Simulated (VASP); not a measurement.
**BaZrO3: single point with PBE**

The system is BaZrO3.

```
CELL_PARAMETERS angstrom
3.98177 0.00000 0.00000
0.00000 3.98177 0.00000
0.00000 0.00000 4.19134
ATOMIC_POSITIONS crystal
Ba 0.00000 0.00000 0.00000
Zr 0.50000 0.50000 0.50000
O 0.00000 0.50000 0.50000
O 0.50000 0.00000 0.50000
O 0.50000 0.50000 0.00000
```

- Program: VASP 6.6.1
- Task: single point
- Functional: PBE
- Potentials or basis: VASP PAW PBE potentials, release 64 (Ba_sv, Zr_sv, O)
- Cutoff: 520 eV
- k mesh: 6 × 6 × 6
- Occupations: fermi-dirac, width 0.02 eV
- Spin: no spin polarisation
- Dipole correction: no
- Further INCAR settings: ALGO = Normal; EDIFF = 1e-07; NBANDS = 28

* Pressure: 27.9 GPa
* Band gap on the k mesh: 3.25 eV, indirect (least direct gap 3.31 eV)

Stress tensor (GPa, compression positive):
```
33.88  0.00  0.00
 0.00 33.88  0.00
 0.00  0.00 16.06
```

Levels at points of the mesh, in eV from the valence-band top:
| k point | band 18 | band 19 | band 20 | band 21 | band 22 | band 23 |
| --- | --- | --- | --- | --- | --- | --- |
| (0.00, 0.00, 0.00) | -0.27 | -0.06 | -0.06 | 3.25 | 3.25 | 3.50 |
| (0.50, 0.00, 0.00) | -1.92 | -0.46 | -0.22 | 3.86 | 6.55 | 6.60 |
| (0.50, 0.50, 0.00) | -0.72 | -0.72 | -0.06 | 6.45 | 6.45 | 6.96 |
| (0.00, 0.00, 0.50) | -1.57 | -0.22 | -0.22 | 3.95 | 5.90 | 5.90 |
| (0.50, 0.00, 0.50) | -1.11 | -0.42 | -0.25 | 5.92 | 6.52 | 6.80 |
| (0.50, 0.50, 0.50) | -0.09 | -0.09 | 0.00 | 6.17 | 6.17 | 6.56 |

Run time: 49 s on 1 thread of AMD EPYC 9R45 (Zen 5) (shared host), peak memory 0.18 GiB.

Caveat: spin-orbit coupling is left out, which moves the levels of the heavy elements. As with any semilocal functional, this PBE gap is likely too small.
